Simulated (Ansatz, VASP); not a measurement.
## FeSi in VASP and in Ansatz

```
Fe Si
1.0
     4.55070    0.00000    0.00000
     0.00000    4.55070    0.00000
     0.00000    0.00000    4.55070
Fe Si
4 4
Direct
  0.13224 0.13224 0.13224
  0.36776 0.86776 0.63224
  0.63224 0.36776 0.86776
  0.86776 0.63224 0.36776
  0.83906 0.83906 0.83906
  0.66094 0.16094 0.33906
  0.33906 0.66094 0.16094
  0.16094 0.33906 0.66094
```

Alike in both runs: functional PBE; k mesh 8 × 8 × 8; occupations gaussian, width 0.01 eV; no spin polarisation.

Ansatz relaxed the structure, and its values are those at the end. VASP's run is a single point on that final structure, the one shown.

|  | VASP | Ansatz |
| --- | --- | --- |
| version | VASP 6.6.1 | Ansatz 0.2.0 |
| potentials or method | VASP PAW PBE potentials, release 64 (Fe, Si), cutoff 520 eV | scalar-relativistic, plane waves, PAW |
| valence electrons in the cell | 48 | 80 |

|  | VASP | Ansatz | Ansatz less VASP |
| --- | --- | --- | --- |
| gap on the k mesh at the Fermi level (eV) | 0.16 | 0.17 | +0.009 |
| least direct gap on the mesh (eV) | 0.18 | 0.18 | +0.007 |
| pressure (GPa) | -12.5 | -12.6 | -0.14 |
| rms of the force components (eV/Å) | 0.012 | 0.001 | -0.0107 |

VASP's potentials hold 48 valence electrons a cell and Ansatz's 80, so a difference there can come from the potentials and not from the codes. Ansatz's warnings: stress scf threshold loose.
